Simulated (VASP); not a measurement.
Here is a VASP 6.6.1 calculation.

Contents of INCAR:

```
PREC = Accurate ; ENCUT = 520
EDIFF = 1E-6 ; ISMEAR = -1
SIGMA = 0.1 ; LREAL = F
LASPH = T ; NELM = 80
ALGO = Normal ; ISIF = 2
LWAVE = F ; LCHARG = F
GGA = PS ; NBANDS = 22
```

The input KPOINTS:

```
regular mesh
0
Gamma
  6 6 6
```

POSCAR

```
Bi
1.0
    0.0000000000      3.5851868061      3.5851868061
    3.5851868061      0.0000000000      3.5851868061
    3.5851868061      3.5851868061      0.0000000000
Bi
2
Direct
    0.0000000000      0.0000000000      0.0000000000
    0.2500000000      0.2500000000      0.2500000000
```

Potentials or basis: VASP PAW PBE potentials, release 64 (Bi_d).

Launch:

```sh
$ cat potpaw_PBE.64/Bi_d/POTCAR > POTCAR
$ mpirun -np 1 vasp_std > vasp.out
```

Q: What does it give for the pressure?

A: -0.1 GPa.

Q: Estimate the band gap on the k mesh.

A: Zero (band 15 reaches 4.09 eV, above the bottom of band 16 at 3.34 eV).

Caveat: the PAW data sets were made with another functional, which shifts forces and pressure a little; spin-orbit coupling is left out, which moves the levels of the heavy elements.
